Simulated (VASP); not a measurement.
Runs of VASP 6.6.1 on C. The structure is that of space group P2_1/m (No. 11), or close to it. The cells are those of the table. 

| cell | pressure (GPa) | largest force (eV/Å) |
| --- | --- | --- |
| a = 2.486, b = 2.783, c = 6.580 Å, angles 90.0, 90.0, 132.3°, 4 atoms | 36.7 | 5.73 |
| a = 2.474, b = 2.701, c = 6.465 Å, angles 90.0, 90.0, 129.4°, 4 atoms | (b) | 3.73 |
| a = 2.486, b = 2.783, c = 6.350 Å, angles 90.0, 90.0, 132.3°, 4 atoms | 38.4 | 5.73 |
| a = 2.474, b = 2.701, c = 6.580 Å, angles 90.0, 90.0, 129.4°, 4 atoms | 21.4 | 3.73 |
| a = 2.474, b = 2.701, c = 6.350 Å, angles 90.0, 90.0, 129.4°, 4 atoms | (a) | 3.73 |

Alike in all rows: task single point; level PBEsol+D3(BJ); potentials or basis VASP PAW PBE potentials, release 64 (C); no spin polarisation; k mesh 18 × 18 × 6; cutoff (eV) 520; smearing gaussian 0.15 eV.

Question: Estimate the missing entries.

Answer: (a) 22.7; (b) 22.0.

Caveats: the cell stands under pressure; the PAW data sets were made with another functional, which shifts forces and pressure a little.
